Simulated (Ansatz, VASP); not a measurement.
## P in VASP and in Ansatz

```
P
1.0
     2.23996    0.00000    0.00504
     0.00000    2.23986    0.00000
    -0.00911    0.00000    4.60123
P
2
Direct
  0.00000 0.00000 0.25000
  0.00000 0.00000 0.75000
```

Change from the starting cell: strain -0.080 along x and y, -0.040 along z, atoms carried along.

Alike in both runs: task single point; functional PBEsol; k mesh 24 × 24 × 12; occupations gaussian, width 0.15 eV; no spin polarisation.

|  | VASP | Ansatz |
| --- | --- | --- |
| version | VASP 6.6.1 | Ansatz 0.2.0 |
| potentials or method | VASP PAW PBE potentials, release 64 (P), cutoff 520 eV | scalar-relativistic, plane waves, PAW |
| valence electrons in the cell | 10 | 10 |

Ansatz gave:

| Quantity | Value |
| --- | --- |
| gap on the k mesh at the Fermi level (eV) | none |
| pressure (GPa) | 40.8 |
| traceless stress, the component that is largest in VASP (GPa) | -8.83 |

Task: Estimate VASP's values.

Result: gap on the k mesh at the Fermi level (eV): none; pressure (GPa): 40.9; traceless stress, the component that is largest in VASP (GPa): -8.83.

VASP's potentials were made for PBE, not for PBEsol. A gap of «none» marks a metal or a gap that the smearing closes. Both programs put the cell under a high pressure, so it lies far from rest at this level.
